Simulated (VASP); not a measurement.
Write the native input for VASP 6.6.1 that does the following.

| Quantity | Value |
| --- | --- |
| Task | single point |
| Functional | r2SCAN |
| Potentials or basis | VASP PAW PBE potentials, release 64 (I, Na_pv) |
| Cutoff | 520 eV |
| k mesh | 4 × 4 × 4 |
| Occupations | fermi-dirac, width 0.05 eV |
| Spin | no spin polarisation |
| Dipole correction | no |
| Further INCAR settings | ALGO = Normal; EDIFF = 1e-06; NBANDS = 14 |

NaI:

```
CELL_PARAMETERS angstrom
0.00000 3.23640 3.23640
3.23640 0.00000 3.23640
3.23640 3.23640 0.00000
ATOMIC_POSITIONS crystal
I 0.50000 0.50000 0.50000
Na 0.00000 0.00000 0.00000
```

One way to write it, as run:

POSCAR

```
NaI
1.0
    0.0000000000      3.2364000000      3.2364000000
    3.2364000000      0.0000000000      3.2364000000
    3.2364000000      3.2364000000      0.0000000000
I Na
1 1
Direct
    0.5000000000      0.5000000000      0.5000000000
    0.0000000000      0.0000000000      0.0000000000
```

INCAR.step1

```
SYSTEM = NaI
ALGO = Normal
EDIFF = 1E-4
ENCUT = 520
GGA = PE
ISMEAR = -1
LASPH = .TRUE.
LCHARG = .FALSE.
LREAL = .FALSE.
LWAVE = .TRUE.
NBANDS = 14
NELM = 80
PREC = Accurate
SIGMA = 0.05
```

INCAR.step2

```
SYSTEM = NaI
ALGO = Normal
EDIFF = 1E-6
ENCUT = 520
ISIF = 2
ISMEAR = -1
ISTART = 1
LASPH = .TRUE.
LCHARG = .TRUE.
LELF = .TRUE.
LMIXTAU = .TRUE.
LREAL = .FALSE.
LVHAR = .TRUE.
LWAVE = .FALSE.
METAGGA = R2SCAN
NBANDS = 14
NELM = 80
PREC = Accurate
SIGMA = 0.05
```

KPOINTS

```
k-points
0
G
  4 4 4
  0 0 0
```

Potentials or basis: VASP PAW PBE potentials, release 64 (I, Na_pv).

The run is started by

```bash
$ cat potpaw_PBE.64/I/POTCAR potpaw_PBE.64/Na_pv/POTCAR > POTCAR
$ cp INCAR.step1 INCAR
$ mpirun -np 1 vasp_std > vasp.out
$ cp INCAR.step2 INCAR
$ mpirun -np 1 vasp_std > vasp.out
```

It gave:

```
Pressure               : -0.1 GPa
Band gap on the k mesh : 4.44 eV, direct
```

Caveat: the k points lie up to 0.42 Å⁻¹ apart; the PAW data sets were made with another functional, which shifts forces and pressure a little; spin-orbit coupling is left out, which moves the levels of the heavy elements.

It took 36 s on 1 thread of AMD EPYC 7R13 Processor (Zen 3), with other jobs on the host, peak memory 0.18 GiB.
